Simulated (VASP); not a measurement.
# SiC (P6_3mc) in VASP: further runs

SiC is run at these levels: PBE; tasks: single point.

Program: VASP 6.6.1. These are calculated values, not measurements. Logs are shortened: lines on timing, memory, paths and dates and some standing lists are left out, and cuts for length are marked.

### 1 The cell of the first run

It takes space group P6_3mc (No. 186, hexagonal). The conventional cell has a = 2.901 Å, b = 2.901 Å, c = 4.750 Å, α = 90.00°, β = 90.00°, γ = 120.00°. Within 2.4 Å of Si (site symmetry 3m) lie 4 C at 1.78 to 1.79 Å. Within 2.4 Å of C (site symmetry 3m) lie 4 Si at 1.78 to 1.79 Å.

### 2 Single point, PBE

File INCAR:

```
  ALGO = Normal
  EDIFF = 1E-6
  ENCUT = 600
  GGA = PE
  GGA_COMPAT = False
  ISIF = 2
  ISMEAR = 0
  LASPH = True
  LCHARG = True
  LELF = True
  LREAL = False
  LVHAR = True
  LWAVE = False
  NBANDS = 16
  NELM = 120
  PREC = Accurate
  SIGMA = 0.01
```

File KPOINTS:

```
k-points
0
Gamma
  8 8 5
```

File POSCAR:

```
SiC
1.0
    2.9009067900      0.0000000000      0.0000000000
   -1.4504533950      2.5122589742      0.0000000000
    0.0000000000      0.0000000000      4.7499535586
Si C
2 2
Direct
    0.3333333333      0.6666666667      0.0045075504
    0.6666666667      0.3333333333      0.5045075504
    0.3333333333      0.6666666667      0.3804924496
    0.6666666667      0.3333333333      0.8804924496
```

Potentials or basis: VASP PAW PBE potentials, release 64 (Si, C).

Started as:

```sh
cat potpaw_PBE.64/Si/POTCAR potpaw_PBE.64/C/POTCAR > POTCAR
mpirun -np 1 vasp_std > vasp.out
```

OUTCAR:

```text
EDIFF = 1E-6
   ENCUT = 600
   GGA = PE
   ISIF = 2
   ISMEAR = 0
   LASPH = True
   LREAL = False
   NELM = 120
   PREC = Accurate

 ion  position               nearest neighbor table
   1  0.333  0.667  0.005-   4 1.78   4 1.78   4 1.78   3 1.79   2 2.91   2 2.91   2 2.91   2 2.91
                             2 2.91   2 2.91
   2  0.667  0.333  0.505-   3 1.78   3 1.78   3 1.78   4 1.79   1 2.91   1 2.91   1 2.91   1 2.91
                             1 2.91   1 2.91
   3  0.333  0.667  0.380-   2 1.78   2 1.78   2 1.78   1 1.79
   4  0.667  0.333  0.880-   1 1.78   1 1.78   1 1.78   2 1.79

  LATTYP: Found a hexagonal cell.
 ALAT       =     2.9009067900
 C/A-ratio  =     1.6374030269

  Lattice vectors:

 A1 = (   2.9009067900,   0.0000000000,   0.0000000000)
 A2 = (  -1.4504533950,   2.5122589742,   0.0000000000)
 A3 = (   0.0000000000,   0.0000000000,   4.7499535586)

Analysis of symmetry for initial positions (statically):
=====================================================================
 Subroutine PRICEL returns:
 Original cell was already a primitive cell.

 Routine SETGRP: Setting up the symmetry group for a
 hexagonal supercell.

 Subroutine GETGRP returns: Found 12 space group operations
 (whereof  6 operations were pure point group operations)
 out of a pool of 24 trial point group operations.

The static configuration has the point symmetry C_3v.
 The point group associated with its full space group is C_6v.

Analysis of symmetry for dynamics (positions and initial velocities):
=====================================================================
 Subroutine PRICEL returns:
 Original cell was already a primitive cell.

 Routine SETGRP: Setting up the symmetry group for a
 hexagonal supercell.

 Subroutine GETGRP returns: Found 12 space group operations
 (whereof  6 operations were pure point group operations)
 out of a pool of 24 trial point group operations.

The dynamic configuration has the point symmetry C_3v.
 The point group associated with its full space group is C_6v.

 Subroutine INISYM returns: Found 12 space group operations
 (whereof  6 operations are pure point group operations),
 and found     1 'primitive' translations

----------------------------------------------------------------------------------------

                                     Primitive cell

  volume of cell :      34.6168

  direct lattice vectors                    reciprocal lattice vectors
     2.900906790  0.000000000  0.000000000     0.344719797  0.199024068  0.000000000
    -1.450453395  2.512258974  0.000000000     0.000000000  0.398048135  0.000000000
     0.000000000  0.000000000  4.749953559     0.000000000  0.000000000  0.210528374

  length of vectors
     2.900906790  2.900906790  4.749953559     0.398048135  0.398048135  0.210528374

  position of ions in fractional coordinates (direct lattice)
     0.333333333  0.666666667  0.004507550
     0.666666667  0.333333333  0.504507550
     0.333333333  0.666666667  0.380492450
     0.666666667  0.333333333  0.880492450

  ion indices of the primitive-cell ions
   primitive index   ion index
                 1           1
                 2           2
                 3           3
                 4           4

----------------------------------------------------------------------------------------

 KPOINTS: k-points

Automatic generation of k-mesh.
 Grid dimensions read from file:
 generate k-points for:    8    8    5

 Generating k-lattice:

  Cartesian coordinates                     Fractional coordinates (reciprocal lattice)
     0.043089975  0.024878008  0.000000000     0.125000000  0.000000000  0.000000000
     0.000000000  0.049756017  0.000000000     0.000000000  0.125000000  0.000000000
     0.000000000  0.000000000  0.042105675     0.000000000  0.000000000  0.200000000

  Length of vectors
     0.049756017  0.049756017  0.042105675

  Shift w.r.t. Gamma in fractional coordinates (k-lattice)
     0.000000000  0.000000000  0.000000000

 Subroutine IBZKPT returns following result:
 ===========================================

 Found     30 irreducible k-points:

 Following reciprocal coordinates:
            Coordinates               Weight
  0.000000  0.000000  0.000000      1.000000
  0.125000 -0.000000  0.000000      6.000000
  0.250000 -0.000000  0.000000      6.000000
  0.375000 -0.000000  0.000000      6.000000
  0.500000 -0.000000  0.000000      3.000000
  0.125000  0.125000  0.000000      6.000000
[... 16 lines left out ...]
  0.250000 -0.000000  0.400000     12.000000
  0.375000 -0.000000  0.400000     12.000000
 [... further k-points ...]
   k-points           NKPTS =     30   k-points in BZ     NKDIM =     30   number of bands    NBANDS=     16
   number of dos      NEDOS =    301   number of ions     NIONS =      4
   total plane-waves  NPLWV =  23040
   dimension x,y,z NGX =    24 NGY =   24 NGZ =   40
   dimension x,y,z NGXF=    48 NGYF=   48 NGZF=   80
   ions per type =               2   2
   NGX,Y,Z   is equivalent  to a cutoff of  13.75, 13.75, 14.00 a.u.
   NGXF,Y,Z  is equivalent  to a cutoff of  27.51, 27.51, 28.00 a.u.
 SYSTEM =  unknown system
   PREC   = accura    normal or accurate (medium, high low for compatibility)
   ISTART =      0    job   : 0-new  1-cont  2-samecut
   ICHARG =      2    charge: 1-file 2-atom 10-const
   ISPIN  =      1    spin polarized calculation?
   LNONCOLLINEAR =      F non collinear calculations
   LSORBIT =      F    spin-orbit coupling
   LASPH  =      T    aspherical Exc in radial PAW
   ENCUT  =  600.0 eV  44.10 Ry    6.64 a.u.   5.79  5.79  9.49*2*pi/ulx,y,z
   NELM   =    120;   NELMIN=  2; NELMDL= -5     # of ELM steps
   EDIFF  = 0.1E-05   stopping-criterion for ELM
   LREAL  =      F    real-space projection
   EDIFFG = 0.1E-04   stopping-criterion for IOM
   NSW    =      0    number of steps for IOM
   IBRION =     -1    ionic relax: 0-MD 1-quasi-New 2-CG
   NFREE  =      0    steps in history (QN), initial steepest desc. (CG)
   ISIF   =      2    stress and relaxation
   ISYM   =      2    0-nonsym 1-usesym 2-fastsym
   POTIM  = 0.5000    time-step for ionic-motion
   TEBEG  =    0.0;   TEEND  =   0.0 temperature during run
   PSTRESS=    0.0 pullay stress
   NELECT =      16.0000    total number of electrons
   NUPDOWN=      -1.0000    fix difference up-down
   EMIN   =  10.00;   EMAX   =-10.00  energy-range for DOS
   EFERMI =   0.00;   METHOD = LEGACY
   ISMEAR =     0;   SIGMA  =   0.01  broadening in eV -4-tet -1-fermi 0-gaus
   EFERMI_NEDOS =   21; number of points for ismear=-14 and -15
   IALGO  =     38    algorithm
   IMIX   =      4    mixing-type and parameters
     AMIX     =   0.40;   BMIX     =  1.00
     AMIX_MAG =   1.60;   BMIX_MAG =  1.00
  volume/ion in A,a.u.               =       8.65        58.40
  Fermi-wavevector in a.u.,A,eV,Ry     =   1.265763  2.391945 21.798647  1.602155
  Thomas-Fermi vector in A             =   2.398999
   LORBIT       =      0    0 simple, 1 ext, 2 COOP (PROOUT), +10 PAW based schemes
   GGA     = PE    functional components
   LHFCALC =     F    Hartree Fock is set to
   AEXX    =    0.0000 exact exchange contribution
   IVDW    =     0    specifies the selected vdW correction
   LEPSILON=     F    determine dielectric tensor
   LRPA    =     F    only Hartree local field effects (RPA)
 non-spin polarized calculation
 Gauss-broadening in eV      SIGMA  =   0.01
  energy-cutoff  :      600.00
  volume of cell :       34.62
 maximum number of plane-waves:      1171
 NGX is ok and might be reduce to    24
   NGX = 11   NGY = 11   NGZ = 19

 number of electron      16.0000002 magnetization

 Free energy of the ion-electron system (eV)
  ---------------------------------------------------
  ext. energy  EPLUGINS =         0.00000000
  ---------------------------------------------------
  free energy    TOTEN  =       -28.93113698 eV

  energy without entropy =      -28.93113698  energy(sigma->0) =      -28.93113698

 E-fermi :  10.4444     XC(G=0): -12.1440

 val. band max:       10.4019060580   @ k =   0.0000   0.0000   0.0000
 cond. band min:      12.6599248983   @ k =   0.3750   0.2500   0.0000
 fundamental gap:      2.2580188403
 Fermi energy:        10.4444487065

 k-point     1 :       0.0000    0.0000    0.0000
  band No.  band energies     occupation
      1      -6.6510      2.00000
      2      -2.3502      2.00000
      3       0.6311      2.00000
      4       9.0043      2.00000
      5       9.0043      2.00000
      6      10.3102      2.00000
[... 8 lines left out ...]
     15      20.6929      0.00000
     16      22.5838      0.00000

 k-point     2 :       0.1250   -0.0000    0.0000
  band No.  band energies     occupation
      1      -6.3409      2.00000
      2      -2.0895      2.00000
      3       0.9298      2.00000
      4       7.5151      2.00000
      5       8.4977      2.00000
      6       9.4547      2.00000
[... 8 lines left out ...]
     15      21.1122      0.00000
     16      21.1340      0.00000

 k-point     3 :       0.2500   -0.0000    0.0000
  band No.  band energies     occupation
      1      -5.4273      2.00000
      2      -1.3666      2.00000
      3       1.7908      2.00000
      4       4.7577      2.00000
      5       7.3727      2.00000
      6       7.6151      2.00000
[... 8 lines left out ...]
     15      21.7437      0.00000
     16      22.1920      0.00000

 k-point     4 :       0.3750   -0.0000    0.0000
  band No.  band energies     occupation
      1      -3.9909      2.00000
      2      -0.6363      2.00000
      3       2.2632      2.00000
      4       3.3155      2.00000
      5       5.1208      2.00000
      6       6.9532      2.00000
[... 8 lines left out ...]
     15      23.2393      0.00000
     16      24.4582      0.00000
[... 324 lines left out ...]
 k-point    22 :       0.1250   -0.0000    0.4000
  band No.  band energies     occupation
      1      -5.4549      2.00000
      2      -4.3863      2.00000
      3       4.5077      2.00000
      4       6.9292      2.00000
      5       8.1581      2.00000
      6       8.8573      2.00000
[... 8 lines left out ...]
     15      21.3145      0.00000
     16      22.4127      0.00000

 k-point    23 :       0.2500   -0.0000    0.4000
  band No.  band energies     occupation
      1      -4.5594      2.00000
      2      -3.5198      2.00000
      3       4.4334      2.00000
      4       5.6345      2.00000
      5       6.2665      2.00000
      6       8.0607      2.00000
[... 8 lines left out ...]
     15      22.4366      0.00000
     16      23.1509      0.00000

 k-point    24 :       0.3750   -0.0000    0.4000
  band No.  band energies     occupation
      1      -3.1715      2.00000
      2      -2.2238      2.00000
      3       2.3403      2.00000
      4       3.2212      2.00000
      5       6.6484      2.00000
      6       7.6033      2.00000
[... 8 lines left out ...]
     15      23.2155      0.00000
     16      24.4147      0.00000

 [... further k-points ...]

------------------------ aborting loop because EDIFF is reached ----------------------------------------

  FORCE on cell =-STRESS in cart. coord.  units (eV):
  Direction    XX          YY          ZZ          XY          YZ          ZX
  --------------------------------------------------------------------------------------
  -------------------------------------------------------------------------------------
  Total       12.8760769     12.8760769     12.8804726      0.0000000      0.0000000      0.0000000
  in kB      595.9455778    595.9455779    596.1490247      0.0000000      0.0000000      0.0000000
  external PRESSURE =     596.0133935 kB  Pullay stress =       0.0000000 kB

 VOLUME and BASIS-vectors are now :
 -----------------------------------------------------------------------------
  energy-cutoff  :      600.00
  volume of cell :       34.62
      direct lattice vectors                 reciprocal lattice vectors
     2.900906790  0.000000000  0.000000000     0.344719797  0.199024068  0.000000000
    -1.450453395  2.512258974  0.000000000     0.000000000  0.398048135  0.000000000
     0.000000000  0.000000000  4.749953559     0.000000000  0.000000000  0.210528374

 POSITION                                       TOTAL-FORCE (eV/Angst)
 -----------------------------------------------------------------------------------
     -0.00000      1.67484      0.02141         0.000000     -0.000000     -0.000462
      1.45045      0.83742      2.39639         0.000000      0.000000     -0.000462
     -0.00000      1.67484      1.80732        -0.000000      0.000000      0.000462
      1.45045      0.83742      4.18230        -0.000000     -0.000000      0.000462
 -----------------------------------------------------------------------------------
    total drift:                               -0.000000      0.000000     -0.000213

  FREE ENERGIE OF THE ION-ELECTRON SYSTEM (eV)
  ---------------------------------------------------
  free  energy   TOTEN  =       -28.9311369795 eV

  energy  without entropy=      -28.9311369795  energy(sigma->0) =      -28.93113698
```

Run time: 18 s. Hardware: 1 thread of Intel Xeon 8259CL, shared host; peak memory 0.16 GiB.

Results:

- Free energy: -28.9311 eV
- Pressure: 59.6 GPa
- Band gap on the k mesh: 2.26 eV (least direct gap 4.31 eV)

Caveat: the cell stands under pressure; an odd mesh through Γ misses points on the zone boundary, where band edges can lie.

(Continued in part 2 of 2.)
